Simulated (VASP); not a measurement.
# BAs in VASP: notebook

The runs below take BAs through single point, with PBE.

Everything below comes from runs of VASP 6.6.1. Logs are shortened: lines on timing, memory, paths and dates and some standing lists are left out, and cuts for length are marked.

## (1) The cell of the first run

The cell holds a slab with vacuum, 8 atoms: a = 3.378 Å, b = 3.378 Å, c = 26.964 Å, α = 90.00°, β = 90.00°, γ = 120.00°.

## (2) Single point, PBE

The input, INCAR:

```
SYSTEM = BAs
PREC = Accurate
ENCUT = 520
EDIFF = 1E-6
ISMEAR = 0
SIGMA = 0.05
LREAL = .False.
LASPH = .True.
NELM = 60
ALGO = Normal
ISIF = 2
LWAVE = .False.
LCHARG = .False.
LDIPOL = .True.
IDIPOL = 3
DIPOL = 0.5 0.5 0.500
GGA = PE
NBANDS = 26
```

The input, KPOINTS:

```
Automatic mesh
0
Gamma
  9 9 1
  0 0 0
```

The input, POSCAR:

```
BAs
1.0
    3.3778490946      0.0000000029      0.0000000000
   -1.6889245498      2.9253031246      0.0000000000
    0.0000000000      0.0000000000     26.9635073031
As B
4 4
Direct
    0.0000000000      0.0000000000      0.3337844702
    0.3333333333      0.6666666667      0.4360709501
    0.6666666667      0.3333333333      0.5397564139
    0.0000000000      0.0000000000      0.6464376089
    0.3333333333      0.6666666667      0.3593560902
    0.6666666667      0.3333333333      0.4616425700
    0.0000000000      0.0000000000      0.5647115423
    0.3333333333      0.6666666667      0.6609884745
```

Potentials or basis: VASP PAW PBE potentials, release 64 (As, B).

Run with:

```
> cat potpaw_PBE.64/As/POTCAR potpaw_PBE.64/B/POTCAR > POTCAR
> mpirun -np 1 vasp_std > vasp.out
```

OUTCAR:

```text
SYSTEM = BAs
   PREC = Accurate
   ENCUT = 520
   EDIFF = 1E-6
   ISMEAR = 0
   LREAL = .False.
   LASPH = .True.
   NELM = 60
   ISIF = 2
   GGA = PE

 ion  position               nearest neighbor table
   1  0.000  0.000  0.334-   5 2.07   5 2.07   5 2.07
   2  0.333  0.667  0.436-   6 2.07   6 2.07   6 2.07   5 2.07
   3  0.667  0.333  0.540-   7 2.06   7 2.06   7 2.06   6 2.11
   4  0.000  0.000  0.646-   8 1.99   8 1.99   8 1.99   7 2.20
   5  0.333  0.667  0.359-   1 2.07   1 2.07   1 2.07   2 2.07
   6  0.667  0.333  0.462-   2 2.07   2 2.07   2 2.07   3 2.11
   7  0.000  0.000  0.565-   3 2.06   3 2.06   3 2.06   4 2.20
   8  0.333  0.667  0.661-   4 1.99   4 1.99   4 1.99

  LATTYP: Found a hexagonal cell.
 ALAT       =     3.3778490946
 C/A-ratio  =     7.9824487560

  Lattice vectors:

 A1 = (   3.3778490946,   0.0000000029,   0.0000000000)
 A2 = (  -1.6889245498,   2.9253031246,   0.0000000000)
 A3 = (   0.0000000000,   0.0000000000,  26.9635073031)

Analysis of symmetry for initial positions (statically):
=====================================================================
 Subroutine PRICEL returns:
 Original cell was already a primitive cell.

 Routine SETGRP: Setting up the symmetry group for a
 hexagonal supercell.

 Subroutine GETGRP returns: Found  6 space group operations
 (whereof  6 operations were pure point group operations)
 out of a pool of 24 trial point group operations.

The static configuration has the point symmetry C_3v.

Analysis of symmetry for dynamics (positions and initial velocities):
=====================================================================
 Subroutine PRICEL returns:
 Original cell was already a primitive cell.

 Routine SETGRP: Setting up the symmetry group for a
 hexagonal supercell.

 Subroutine GETGRP returns: Found  6 space group operations
 (whereof  6 operations were pure point group operations)
 out of a pool of 24 trial point group operations.

The dynamic configuration has the point symmetry C_3v.

 Subroutine INISYM returns: Found  6 space group operations
 (whereof  6 operations are pure point group operations),
 and found     1 'primitive' translations

----------------------------------------------------------------------------------------

                                     Primitive cell

  volume of cell :     266.4327

  direct lattice vectors                    reciprocal lattice vectors
     3.377849095  0.000000003  0.000000000     0.296046381  0.170922458  0.000000000
    -1.688924550  2.925303125  0.000000000    -0.000000000  0.341844916  0.000000000
     0.000000000  0.000000000 26.963507303     0.000000000  0.000000000  0.037087163

  length of vectors
     3.377849095  3.377849095 26.963507303     0.341844916  0.341844916  0.037087163

  position of ions in fractional coordinates (direct lattice)
     0.000000000  0.000000000  0.333784470
     0.333333333  0.666666667  0.436070950
     0.666666667  0.333333333  0.539756414
     0.000000000  0.000000000  0.646437609
     0.333333333  0.666666667  0.359356090
     0.666666667  0.333333333  0.461642570
     0.000000000  0.000000000  0.564711542
     0.333333333  0.666666667  0.660988475

  ion indices of the primitive-cell ions
   primitive index   ion index
                 1           1
                 2           2
                 3           3
                 4           4
                 5           5
                 6           6
                 7           7
                 8           8

----------------------------------------------------------------------------------------

 KPOINTS: Automatic mesh

Automatic generation of k-mesh.
 Grid dimensions read from file:
 generate k-points for:    9    9    1

 Generating k-lattice:

  Cartesian coordinates                     Fractional coordinates (reciprocal lattice)
     0.032894042  0.018991384  0.000000000     0.111111111 -0.000000000  0.000000000
    -0.000000000  0.037982768  0.000000000     0.000000000  0.111111111  0.000000000
     0.000000000  0.000000000  0.037087163     0.000000000  0.000000000  1.000000000

  Length of vectors
     0.037982768  0.037982768  0.037087163

  Shift w.r.t. Gamma in fractional coordinates (k-lattice)
     0.000000000  0.000000000  0.000000000

 Subroutine IBZKPT returns following result:
 ===========================================

 Found     12 irreducible k-points:

 Following reciprocal coordinates:
            Coordinates               Weight
  0.000000  0.000000  0.000000      1.000000
  0.111111 -0.000000  0.000000      6.000000
  0.222222  0.000000  0.000000      6.000000
  0.333333 -0.000000  0.000000      6.000000
  0.444444  0.000000  0.000000      6.000000
  0.111111  0.111111  0.000000      6.000000
  0.222222  0.111111  0.000000     12.000000
  0.333333  0.111111  0.000000     12.000000
  0.444444  0.111111  0.000000      6.000000
  0.222222  0.222222  0.000000      6.000000
  0.333333  0.222222  0.000000     12.000000
  0.333333  0.333333  0.000000      2.000000
   k-points           NKPTS =     12   k-points in BZ     NKDIM =     12   number of bands    NBANDS=     26
   number of dos      NEDOS =    301   number of ions     NIONS =      8
   total plane-waves  NPLWV = 164640
   dimension x,y,z NGX =    28 NGY =   28 NGZ =  210
   dimension x,y,z NGXF=    56 NGYF=   56 NGZF=  420
   ions per type =               4   4
   NGX,Y,Z   is equivalent  to a cutoff of  13.78, 13.78, 12.95 a.u.
   NGXF,Y,Z  is equivalent  to a cutoff of  27.56, 27.56, 25.90 a.u.
 SYSTEM =  BAs
   PREC   = accura    normal or accurate (medium, high low for compatibility)
   ISTART =      0    job   : 0-new  1-cont  2-samecut
   ICHARG =      2    charge: 1-file 2-atom 10-const
   ISPIN  =      1    spin polarized calculation?
   LNONCOLLINEAR =      F non collinear calculations
   LSORBIT =      F    spin-orbit coupling
   LASPH  =      T    aspherical Exc in radial PAW
   ENCUT  =  520.0 eV  38.22 Ry    6.18 a.u.   6.28  6.28 50.13*2*pi/ulx,y,z
   NELM   =     60;   NELMIN=  2; NELMDL= -5     # of ELM steps
   EDIFF  = 0.1E-05   stopping-criterion for ELM
   LREAL  =      F    real-space projection
[... 7 lines left out ...]
   TEBEG  =    0.0;   TEEND  =   0.0 temperature during run
   PSTRESS=    0.0 pullay stress
   NELECT =      32.0000    total number of electrons
   NUPDOWN=      -1.0000    fix difference up-down
   EMIN   =  10.00;   EMAX   =-10.00  energy-range for DOS
   EFERMI =   0.00;   METHOD = LEGACY
   ISMEAR =     0;   SIGMA  =   0.05  broadening in eV -4-tet -1-fermi 0-gaus
   EFERMI_NEDOS =   21; number of points for ismear=-14 and -15
   IALGO  =     38    algorithm
   IMIX   =      4    mixing-type and parameters
     AMIX     =   0.40;   BMIX     =  1.00
     AMIX_MAG =   1.60;   BMIX_MAG =  1.00
  volume/ion in A,a.u.               =      33.30       224.75
  Fermi-wavevector in a.u.,A,eV,Ry     =   0.807723  1.526375  8.876659  0.652416
  Thomas-Fermi vector in A             =   1.916395
   LORBIT       =      0    0 simple, 1 ext, 2 COOP (PROOUT), +10 PAW based schemes
   GGA     = PE    functional components
   LHFCALC =     F    Hartree Fock is set to
   AEXX    =    0.0000 exact exchange contribution
   IVDW    =     0    specifies the selected vdW correction
   LEPSILON=     F    determine dielectric tensor
   LRPA    =     F    only Hartree local field effects (RPA)
 non-spin polarized calculation
 Gauss-broadening in eV      SIGMA  =   0.05
  energy-cutoff  :      520.00
  volume of cell :      266.43
 maximum number of plane-waves:      7195
 NGX is ok and might be reduce to    28
   NGX = 13   NGY = 13   NGZ =101

 dipolmoment           0.000000      0.000000      0.066293 electrons x Angstroem

 number of electron      31.9999999 magnetization

 dipolmoment           0.000000      0.000000     -0.070210 electrons x Angstroem

 Free energy of the ion-electron system (eV)
  ---------------------------------------------------
  ext. energy  EPLUGINS =         0.00000000
  ---------------------------------------------------
  free energy    TOTEN  =       -43.10731706 eV

  energy without entropy =      -43.09256198  energy(sigma->0) =      -43.09993952

 E-fermi :  -0.4233     XC(G=0):  -4.9389

 val. band max:       -0.4416209531   @ k =   0.3333   0.2222   0.0000
 cond. band min:      -0.4222749152   @ k =   0.2222   0.1111   0.0000
 fundamental gap:      0.0193460379
 Fermi energy:        -0.4233046807

 k-point     1 :       0.0000    0.0000    0.0000
  band No.  band energies     occupation
      1     -15.8102      2.00000
      2     -15.0496      2.00000
      3     -14.1389      2.00000
      4     -12.7911      2.00000
      5      -8.2733      2.00000
      6      -6.2000      2.00000
[... 18 lines left out ...]
     25       3.7225      0.00000
     26       4.0803      0.00000

 k-point     2 :       0.1111   -0.0000    0.0000
  band No.  band energies     occupation
      1     -15.6326      2.00000
      2     -14.8751      2.00000
      3     -13.9688      2.00000
      4     -12.6199      2.00000
      5      -8.1368      2.00000
      6      -6.0854      2.00000
[... 18 lines left out ...]
     25       4.3437      0.00000
     26       4.3877      0.00000

 k-point     3 :       0.2222    0.0000    0.0000
  band No.  band energies     occupation
      1     -15.1100      2.00000
      2     -14.3648      2.00000
      3     -13.4759      2.00000
      4     -12.1231      2.00000
      5      -7.8279      2.00000
      6      -6.2109      2.00000
[... 18 lines left out ...]
     25       5.1209      0.00000
     26       5.3316      0.00000

 k-point     4 :       0.3333   -0.0000    0.0000
  band No.  band energies     occupation
      1     -14.2898      2.00000
      2     -13.5806      2.00000
      3     -12.7487      2.00000
      4     -11.3872      2.00000
      5      -8.2044      2.00000
      6      -7.7950      2.00000
[... 18 lines left out ...]
     25       5.2315      0.00000
     26       5.7774      0.00000

 k-point     5 :       0.4444    0.0000    0.0000
  band No.  band energies     occupation
      1     -13.3759      2.00000
      2     -12.8025      2.00000
      3     -12.1601      2.00000
      4     -10.7719      2.00000
      5      -9.3145      2.00000
      6      -8.7657      2.00000
[... 18 lines left out ...]
     25       5.2610      0.00000
     26       6.2749      0.00000

 k-point     6 :       0.1111    0.1111    0.0000
  band No.  band energies     occupation
      1     -15.2822      2.00000
      2     -14.5323      2.00000
      3     -13.6366      2.00000
      4     -12.2852      2.00000
      5      -7.9053      2.00000
      6      -5.9823      2.00000
[... 18 lines left out ...]
     25       4.6881      0.00000
     26       4.9128      0.00000

 k-point     7 :       0.2222    0.1111    0.0000
  band No.  band energies     occupation
      1     -14.6063      2.00000
      2     -13.8785      2.00000
      3     -13.0164      2.00000
      4     -11.6579      2.00000
      5      -7.7998      2.00000
      6      -7.0612      2.00000
[... 18 lines left out ...]
     25       5.1852      0.00000
     26       5.4657      0.00000

 k-point     8 :       0.3333    0.1111    0.0000
  band No.  band energies     occupation
      1     -13.7002      2.00000
      2     -13.0439      2.00000
      3     -12.2981      2.00000
      4     -10.9224      2.00000
      5      -8.7862      2.00000
      6      -8.3499      2.00000
[... 18 lines left out ...]
     25       5.2547      0.00000
     26       6.0179      0.00000

 k-point     9 :       0.4444    0.1111    0.0000
  band No.  band energies     occupation
      1     -13.0602      2.00000
      2     -12.5833      2.00000
      3     -12.0170      2.00000
      4     -10.5955      2.00000
      5      -9.3895      2.00000
      6      -8.8489      2.00000
[... 18 lines left out ...]
     25       5.0756      0.00000
     26       5.8918      0.00000

 k-point    10 :       0.2222    0.2222    0.0000
  band No.  band energies     occupation
      1     -13.8255      2.00000
      2     -13.1464      2.00000
      3     -12.3643      2.00000
      4     -10.9886      2.00000
      5      -8.3429      2.00000
      6      -7.9620      2.00000
[... 18 lines left out ...]
     25       5.6753      0.00000
     26       5.7571      0.00000

 k-point    11 :       0.3333    0.2222    0.0000
  band No.  band energies     occupation
      1     -12.9789      2.00000
      2     -12.4551      2.00000
      3     -11.8859      2.00000
      4     -10.4461      2.00000
      5      -9.0706      2.00000
      6      -8.6327      2.00000
[... 18 lines left out ...]
     25       5.9091      0.00000
     26       6.2750      0.00000

 k-point    12 :       0.3333    0.3333    0.0000
  band No.  band energies     occupation
      1     -12.5632      2.00000
      2     -12.1940      2.00000
      3     -11.7486      2.00000
      4     -10.2271      2.00000
      5      -9.1338      2.00000
      6      -8.6781      2.00000
[... 18 lines left out ...]
     25       6.4496      0.00000
     26       6.7096      0.00000

------------------------ aborting loop because EDIFF is reached ----------------------------------------

 vacuum level on the upper side and lower side of the slab       (xc-potential included)        -0.801         0.468

  FORCE on cell =-STRESS in cart. coord.  units (eV):
  Direction    XX          YY          ZZ          XY          YZ          ZX
  --------------------------------------------------------------------------------------
  -------------------------------------------------------------------------------------
  Total        2.0281850      2.0281850      0.8467326      0.0000000      0.0000000      0.0000000
  in kB       12.1963718     12.1963718      5.0917768      0.0000000      0.0000000      0.0000000
  external PRESSURE =       9.8281735 kB  Pullay stress =       0.0000000 kB

 VOLUME and BASIS-vectors are now :
 -----------------------------------------------------------------------------
  energy-cutoff  :      520.00
  volume of cell :      266.43
      direct lattice vectors                 reciprocal lattice vectors
     3.377849095  0.000000003  0.000000000     0.296046381  0.170922458  0.000000000
    -1.688924550  2.925303125  0.000000000    -0.000000000  0.341844916  0.000000000
     0.000000000  0.000000000 26.963507303     0.000000000  0.000000000  0.037087163

 POSITION                                       TOTAL-FORCE (eV/Angst)
 -----------------------------------------------------------------------------------
      0.00000      0.00000      9.00000        -0.000000      0.000000      0.043418
     -0.00000      1.95020     11.75800         0.000000      0.000000      0.267039
      1.68892      0.97510     14.55373        -0.000000     -0.000000      0.024350
      0.00000      0.00000     17.43023         0.000000     -0.000000     -0.024918
     -0.00000      1.95020      9.68950        -0.000000     -0.000000     -0.417321
      1.68892      0.97510     12.44750        -0.000000      0.000000      0.090440
      0.00000      0.00000     15.22660        -0.000000     -0.000000     -0.012570
     -0.00000      1.95020     17.82257        -0.000000      0.000000      0.029562
 -----------------------------------------------------------------------------------
    total drift:                                0.000000     -0.000000      0.000250

  FREE ENERGIE OF THE ION-ELECTRON SYSTEM (eV)
  ---------------------------------------------------
  free  energy   TOTEN  =       -43.1073170561 eV

  energy  without entropy=      -43.0925619823  energy(sigma->0) =      -43.09993952

 vacuum level on the upper side and lower side of the slab         3.706         5.002
```

Wall time 4.3 min (1 thread of AMD EPYC 7R43 (Zen 3), shared host); peak memory 0.37 GiB.

Results:

- Free energy: -43.1073 eV
- Largest force: 0.417 eV/Å
- Band gap on the k mesh: zero (bands 16 and 17 overlap by 0.35 eV)

Forces in eV/Å, atoms in the order of the input:
```
As   0.000  0.000  0.043
As   0.000  0.000  0.267
As   0.000  0.000  0.024
As   0.000  0.000 -0.025
B    0.000  0.000 -0.417
B    0.000  0.000  0.090
B    0.000  0.000 -0.013
B    0.000  0.000  0.030
```

## (3) Single point, PBE

The input, INCAR:

```
ALGO = Normal
DIPOL = 0.5 0.5 0.500
EDIFF = 1E-6
ENCUT = 520
GGA = PE
IDIPOL = 3
ISIF = 2
ISMEAR = 0
LASPH = True
LCHARG = True
LDIPOL = True
LELF = True
LREAL = False
LVACPOTAV = True
LVHAR = True
LWAVE = False
NBANDS = 26
NELM = 100
PREC = Accurate
SIGMA = 0.05
```

The input, KPOINTS:

```
k-points
0
Gamma
  21 21 1
```

The input, POSCAR:

```
BAs
1.0
    3.3778490900      0.0000000000      0.0000000000
   -1.6889245500      2.9253031300      0.0000000000
    0.0000000000      0.0000000000     26.9635073031
As B
4 4
Direct
    0.0000000000      0.0000000000      0.3337844702
    0.3333333334      0.6666666658      0.4360709501
    0.6666666676      0.3333333334      0.5397564139
    0.0000000000      0.0000000000      0.6464376089
    0.3333333334      0.6666666658      0.3593560902
    0.6666666676      0.3333333334      0.4616425700
    0.0000000000      0.0000000000      0.5647115423
    0.3333333334      0.6666666658      0.6609884745
```

Potentials or basis: VASP PAW PBE potentials, release 64 (As, B).

Run with:

```
> cat potpaw_PBE.64/As/POTCAR potpaw_PBE.64/B/POTCAR > POTCAR
> mpirun -np 1 vasp_std > vasp.out
```

Wall time 11 min (1 thread of AMD EPYC 7R43 (Zen 3), shared host); peak memory 0.53 GiB.

The run converged. Its results:

```yaml
Free_energy: -43.1217 eV
Largest_force: 0.252 eV/Å
Band_gap_on_the_k_mesh: zero (bands 16 and 17 overlap by 0.37 eV)
```

Forces in eV/Å, atoms in the order of the input:
```
As   0.000  0.000 -0.107
As   0.000  0.000  0.244
As   0.000  0.000  0.032
As   0.000  0.000 -0.074
B    0.000  0.000 -0.252
B    0.000  0.000  0.147
B    0.000  0.000 -0.015
B    0.000  0.000  0.025
```

Levels at points of the mesh, in eV from the Fermi level:
```csv
k point,band 13,band 14,band 15,band 16,band 17,band 18,band 19,band 20
"(0.00, 0.00, 0.00)",-0.81,-0.27,0.24,0.24,1.06,2.46,3.02,3.58
```
